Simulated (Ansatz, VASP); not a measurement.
# ZnSe in VASP and in Ansatz

The input INCAR:

```
PREC = Accurate
ENCUT = 520
EDIFF = 1E-6
ISMEAR = -1
SIGMA = 0.02
LREAL = False
LASPH = True
NELM = 80
ALGO = Normal
ISIF = 2
LWAVE = False
LCHARG = False
GGA = PE
NBANDS = 26
```

File KPOINTS:

```
regular mesh
0
Gamma
  6 5 6
```

Contents of POSCAR:

```
ZnSe
1.0
   -2.8663503068      2.8663503068      0.0000000000
    0.0000000000      0.0000000000      5.7327006135
    2.8663503068      2.8663503068      0.0000000000
Zn Se
2 2
Direct
    0.0000000000      0.0000000000      0.0000000000
    0.5000000000      0.5000000000      0.5000000000
    0.0000000000      0.2500000000      0.5000000000
    0.5000000000      0.7500000000      0.0000000000
```

Input for Ansatz:

```yaml
crystal:
  lattice:
    - [-2.8663503068, 2.8663503068, 0.0]
    - [0.0, 0.0, 5.7327006135]
    - [2.8663503068, 2.8663503068, 0.0]
  atoms:
    - { symbol: Zn, position: [0.0, 0.0, 0.0] }
    - { symbol: Zn, position: [0.5, 0.5, 0.5] }
    - { symbol: Se, position: [0.0, 0.25, 0.5] }
    - { symbol: Se, position: [0.5, 0.75, 0.0] }
kpoints:
  mp_grid: { grid: [6, 5, 6] }
scf:
  occupations: { method: fermi_dirac, width: 0.02 }
hamiltonian:
  xc: pbe
  pseudopotentials: { kind: all_electron, lapw: { basis_error: 0.001 } }
output:
  forces: true
  stress: true
  eigenvalues: true
```

Alike in both runs: task single point; functional PBE; k mesh 6 × 5 × 6; occupations fermi-dirac, width 0.02 eV; no spin polarisation.

```csv
,VASP,Ansatz
version,VASP 6.6.1,Ansatz 0.2.0
potentials or method,"VASP PAW PBE potentials, release 64 (Zn, Se), cutoff 520 eV","all-electron LAPW, scalar-relativistic"
```

|  | VASP | Ansatz | Ansatz less VASP |
| --- | --- | --- | --- |
| gap on the k mesh at the Fermi level (eV) | 1.15 | 1.15 | +0.001 |
| pressure (GPa) | 0.2 | 0.0 | -0.17 |

Ansatz ran all-electron here, and VASP with PAW potentials.
